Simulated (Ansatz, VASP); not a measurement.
One calculation of LiF, two programs

Contents of INCAR:

```
SYSTEM = LiF
ALGO = Normal ; EDIFF = 1E-6
ENCUT = 520 ; GGA = CA
ISIF = 2 ; ISMEAR = 0
LASPH = .TRUE. ; LCHARG = .FALSE.
LREAL = .FALSE. ; LWAVE = .FALSE.
NBANDS = 18 ; NELM = 100
PREC = Accurate ; SIGMA = 0.05
```

File KPOINTS:

```
k-points
0
G
  9 9 6
  0 0 0
```

File POSCAR:

```
LiF
1.0
    3.0150257202      0.0000000000      0.0000000000
   -1.5075128601      2.6110888668      0.0000000000
    0.0000000000      0.0000000000      4.8073245700
Li F
2 2
Direct
    0.3333333333      0.6666666667      0.3811542600
    0.6666666667      0.3333333333      0.8811542600
    0.3333333333      0.6666666667      0.9938437400
    0.6666666667      0.3333333333      0.4938437400
```

Input for Ansatz:

```yaml
crystal:
  lattice:
    - [3.0150257202, 0.0, 0.0]
    - [-1.5075128601, 2.6110888668, 0.0]
    - [0.0, 0.0, 4.80732457]
  atoms:
    - { symbol: Li, position: [0.3333333333, 0.6666666667, 0.38115426] }
    - { symbol: Li, position: [0.6666666667, 0.3333333333, 0.88115426] }
    - { symbol: F, position: [0.3333333333, 0.6666666667, 0.99384374] }
    - { symbol: F, position: [0.6666666667, 0.3333333333, 0.49384374] }
basis:
  ecutwfc: 420
kpoints:
  mp_grid: { grid: [9, 9, 6] }
hamiltonian:
  xc: lda
scf:
  occupations: { method: gaussian, width: 0.05 }
output:
  forces: true
  stress: true
  eigenvalues: true
```

Change from the starting cell: strain -0.015 along x and y, +0.000 along z, atoms carried along.

Alike in both runs: task single point; functional LDA; k mesh 9 × 9 × 6; occupations gaussian, width 0.05 eV; no spin polarisation.

|  | VASP | Ansatz |
| --- | --- | --- |
| version | VASP 6.6.1 | Ansatz 0.2.0 |
| potentials or method | VASP PAW LDA potentials, release 64 (Li_sv, F), cutoff 520 eV | scalar-relativistic, plane waves, PAW |
| valence electrons in the cell | 20 | 20 |

|  | VASP | Ansatz | Ansatz less VASP |
| --- | --- | --- | --- |
| gap on the k mesh at the Fermi level (eV) | 7.77 | 7.79 | +0.017 |
| least direct gap on the mesh (eV) | 7.77 | 7.79 | +0.017 |
| rms of the force components (eV/Å) | 0.037 | 0.038 | +0.0002 |

LDA's correlation is that of Perdew and Zunger in VASP and of Perdew and Wang (1992) in Ansatz. Atom by atom the forces differ by 0.000 eV/Å (rms over components).

Noted on VASP's run: the cutoff is under 1.25 times that of the potentials, so the pressure is a little rough.
